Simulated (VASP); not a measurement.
Pb, 1 atom in the cell. Symmetry: Fm-3m, No. 225, cubic system. Conventional cell: a = 3.781 Å, b = 3.781 Å, c = 3.781 Å, α = 90.00°, β = 90.00°, γ = 90.00°. Within 3.5 Å of Pb (site symmetry m-3m) lie 12 Pb at 2.67 Å. 

* Program: VASP 6.6.1
* Task: single point
* Functional: PBEsol
* Potentials or basis: VASP PAW PBE potentials, release 64 (Pb_d)
* Cutoff: 520 eV
* k mesh: 15 × 15 × 15
* Occupations: fermi-dirac, width 0.1 eV
* Spin: no spin polarisation
* Dipole correction: no
* Further INCAR settings: ALGO = Normal; EDIFF = 1e-07; NBANDS = 13

Potentials or basis: VASP PAW PBE potentials, release 64 (Pb_d).

The run is started by

```console
$ cat potpaw_PBE.64/Pb_d/POTCAR > POTCAR
$ mpirun -np 1 vasp_std > vasp.out
```

Hardware: 1 thread of Intel Xeon 8259CL (shared host).

Task: How long does it take, and how much memory?

Result: Run time: 28 s on 1 thread of Intel Xeon 8259CL (shared host), peak memory 0.14 GiB. Counts: scf iterations 13, k points 120.
